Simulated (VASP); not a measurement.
# Mo: single point with revPBE+D3(BJ)

The system is Mo.

```
Mo
1.0
    -1.59430    1.59430    1.59430
     1.59430   -1.59430    1.59430
     1.59430    1.59430   -1.59430
Mo
1
Direct
  0.00000 0.00000 0.00000
```

This cell differs from its parent crystal: volume scaled by 1.02.

```yaml
Program: VASP 6.6.1
Task: single point
Functional: revPBE
Dispersion: D3(BJ)
Potentials_or_basis: VASP PAW PBE potentials, release 64 (Mo_sv)
Cutoff: 520 eV
k_mesh: 12 × 12 × 12
Occupations: fermi-dirac, width 0.025 eV
Spin: collinear spin, ferromagnetic start
Starting_moments: "[1.14] μB"
```

```yaml
Pressure: -17.2 GPa
Band_gap_on_the_k_mesh: zero (filled and empty bands overlap)
Net_moment: 0.00 μB per cell
Valence_electrons_inside_the_program's_atomic_spheres: Mo 12.42
Dispersion_energy_per_atom: -1.282 eV
```

Levels at points of the mesh, in eV from the Fermi level:
Spin up:
```tsv
k point	band 5	band 6	band 7	band 8	band 9	band 10
(0.00, 0.00, 0.00)	-7.06	-1.25	-1.25	-1.25	1.64	1.64
(0.50, 0.00, 0.00)	-5.06	-3.19	1.54	1.65	2.25	4.52
(0.50, 0.50, 0.50)	-5.12	-5.12	3.81	3.81	3.81	8.84
```
Spin down:
| k point | band 5 | band 6 | band 7 | band 8 | band 9 | band 10 |
| --- | --- | --- | --- | --- | --- | --- |
| (0.00, 0.00, 0.00) | -7.06 | -1.25 | -1.25 | -1.25 | 1.64 | 1.64 |
| (0.50, 0.00, 0.00) | -5.06 | -3.19 | 1.54 | 1.65 | 2.25 | 4.52 |
| (0.50, 0.50, 0.50) | -5.12 | -5.12 | 3.81 | 3.81 | 3.81 | 8.84 |

It took 78 s on 1 thread of Intel Xeon 6975P-C, with other jobs on the host, peak memory 0.18 GiB.

Caveat: three body term missing; the PAW data sets were made with another functional, which shifts forces and pressure a little; pairwise dispersion overbinds metals, which lowers pressure and volume.
